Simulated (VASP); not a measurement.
CdInS2: single point with RPBE

Crystal: CdInS2.

```
In Cd S
1.0
     3.86950    0.00000    0.00000
    -1.93475    3.35108    0.00000
     0.00000    0.00000    6.81053
In Cd S
1 1 2
Direct
  0.00000 0.00000 0.50000
  0.00000 0.00000 0.00000
  0.33333 0.66667 0.24495
  0.66667 0.33333 0.75505
```

```
Program                : VASP 6.6.1
Task                   : single point
Functional             : RPBE
Potentials or basis    : VASP PAW PBE potentials, release 64 (In_d, Cd, S)
Cutoff                 : 520 eV
k mesh                 : 8 × 8 × 4
Occupations            : gaussian, width 0.05 eV
Spin                   : no spin polarisation
Dipole correction      : no
Further INCAR settings : ALGO = Normal; EDIFF = 1e-06; NBANDS = 26
```

```
Pressure      : 2.3 GPa
Largest force : 0.003 eV/Å
```

Forces on the atoms (eV/Å):
```
In   0.000  0.000  0.000
Cd   0.000  0.000  0.000
S    0.000  0.000  0.003
S    0.000  0.000 -0.003
```

Stress tensor (GPa, compression positive):
```
2.16 0.00 0.00
0.00 2.16 0.00
0.00 0.00 2.52
```

Levels at points of the mesh, in eV from the Fermi level:
| k point | band 15 | band 16 | band 17 | band 18 | band 19 | band 20 | band 21 | band 22 |
| --- | --- | --- | --- | --- | --- | --- | --- | --- |
| (0.00, 0.00, 0.00) | -2.19 | -2.19 | -1.88 | -1.69 | -1.69 | 1.83 | 4.35 | 4.80 |
| (0.50, 0.00, 0.00) | -4.57 | -3.56 | -3.39 | -1.84 | -0.13 | 1.83 | 1.86 | 3.79 |
| (0.00, 0.00, 0.50) | -2.01 | -2.01 | -1.85 | -1.85 | 0.51 | 1.11 | 4.51 | 4.85 |
| (0.50, 0.00, 0.50) | -3.18 | -3.08 | -2.76 | -2.67 | -0.83 | 0.29 | 3.79 | 3.97 |

It took 46 s on 1 thread of Intel(R) Xeon(R) 6975P-C (Granite Rapids), with other jobs on the host, peak memory 0.25 GiB.

Caveat: the PAW data sets were made with another functional, which shifts forces and pressure a little; spin-orbit coupling is left out, which moves the levels of the heavy elements.
